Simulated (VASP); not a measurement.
Os2Rh:

```
CELL_PARAMETERS angstrom
0.00000 3.41430 3.41430
3.41430 0.00000 3.41430
3.41430 3.41430 0.00000
ATOMIC_POSITIONS crystal
Os 0.62500 0.62500 0.62500
Os 0.12500 0.62500 0.62500
Os 0.62500 0.62500 0.12500
Os 0.62500 0.12500 0.62500
Rh 0.00000 0.00000 0.00000
Rh 0.25000 0.25000 0.25000
```

```yaml
Program: VASP 6.6.1
Task: relaxation of cell and atoms
Functional: PBE
Potentials_or_basis: VASP PAW PBE potentials, release 64 (Os, Rh_pv)
Cutoff: 600 eV
k_mesh: 4 × 4 × 4
Occupations: gaussian, width 0.1 eV
Spin: no spin polarisation
```

At the start: pressure 65.1 GPa; volume 13.27 Å³/atom.

**Question.** How do energy, volume and symmetry change on relaxing?

**Answer.** Over 5 steps the energy falls by 388.3 meV/atom and the volume is 15.48 Å³/atom (+16.6 %); space group Fd-3m (No. 227, to 0.05 Å).

Step by step:
| step | energy change (eV) | largest force (eV/Å) | pressure (GPa) | volume (Å³) |
| --- | --- | --- | --- | --- |
| 1 | 0.0000 | 0.0000 | 65.14 | 79.60 |
| 2 | 12.0303 | 0.0000 | -39.36 | 159.33 |
| 3 | -2.1198 | 0.0000 | -10.53 | 96.81 |
| 4 | -2.3215 | 0.0000 | -2.80 | 93.83 |
| 5 | -2.3295 | 0.0000 | 0.13 | 92.86 |

Final structure:
```
Os Rh
1.0
     0.00000    3.59412    3.59412
     3.59412    0.00000    3.59412
     3.59412    3.59412    0.00000
Os Rh
4 2
Direct
  0.62500 0.62500 0.62500
  0.12500 0.62500 0.62500
  0.62500 0.62500 0.12500
  0.62500 0.12500 0.62500
  0.00000 0.00000 0.00000
  0.25000 0.25000 0.25000
```

Caveat: the k points lie up to 0.38 Å⁻¹ apart in the final cell; the volume moved by over 15 % at a fixed basis, so the end points are rough.
